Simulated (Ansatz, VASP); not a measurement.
**C in VASP and in Ansatz**

```
C
1.0
     0.00000    2.18329    3.41078
     1.26136    0.00000    3.41078
     1.26136    2.18329    0.00000
C
2
Cartesian
  1.2614 0.6766 3.4108
  1.2614 3.6899 3.4108
```

Alike in both runs: task single point; functional PBEsol; dispersion D3(BJ); k mesh 16 × 16 × 16; occupations gaussian, width 0.03 eV; no spin polarisation.

|  | VASP | Ansatz |
| --- | --- | --- |
| version | VASP 6.6.1 | Ansatz 0.2.0 |
| potentials or method | VASP PAW PBE potentials, release 64 (C), cutoff 520 eV | scalar-relativistic, plane waves, PAW |
| valence electrons in the cell | 8 | 8 |

|  | VASP | Ansatz | Ansatz less VASP |
| --- | --- | --- | --- |
| gap on the k mesh at the Fermi level (eV) | none | none | - |
| pressure (GPa) | -14.8 | -15.3 | -0.56 |
| traceless stress, the component that is largest in VASP (GPa) | -14.30 | -14.38 | -0.078 |
| rms of the force components (eV/Å) | 2.985 | 2.969 | -0.0157 |

VASP's potentials were made for PBE, not for PBEsol, and Ansatz warns of the same on its side. Atom by atom the forces differ by 0.016 eV/Å (rms over components). A gap of «none» marks a metal or a gap that the smearing closes.
